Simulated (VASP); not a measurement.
Runs of VASP 6.6.1 on TiGe. The structure is that of space group F-43m (No. 216), or close to it. The cells are those of the table. 

| cell | k mesh | smearing | gap on the mesh (eV) | pressure (GPa) |
| --- | --- | --- | --- | --- |
| a = 4.040 Å, angles 60.0°, 2 atoms | 6 × 6 × 6 | gaussian 0.05 eV | 0.15 | 4.8 |
| a = 4.092 Å, angles 60.0°, 2 atoms | 6 × 6 × 6 | gaussian 0.05 eV | 0.21 | 2.0 |
| a = 4.134 Å, angles 60.0°, 2 atoms | 6 × 6 × 6 | gaussian 0.05 eV | 0.25 | (a) |
| a = 4.134 Å, angles 60.0°, 2 atoms | 8 × 8 × 8 | gaussian 0.02 eV | 0.25 | (b) |

Alike in all rows: task single point; level PBE; potentials or basis VASP PAW PBE potentials, release 64 (Ti_sv, Ge_d); no spin polarisation; cutoff (eV) 500.

**Question.** Fill in the values left out.

**Answer.** (a) 0.1; (b) 0.0.

A k mesh can miss the band edges, and the runs leave out spin-orbit coupling on Ge.
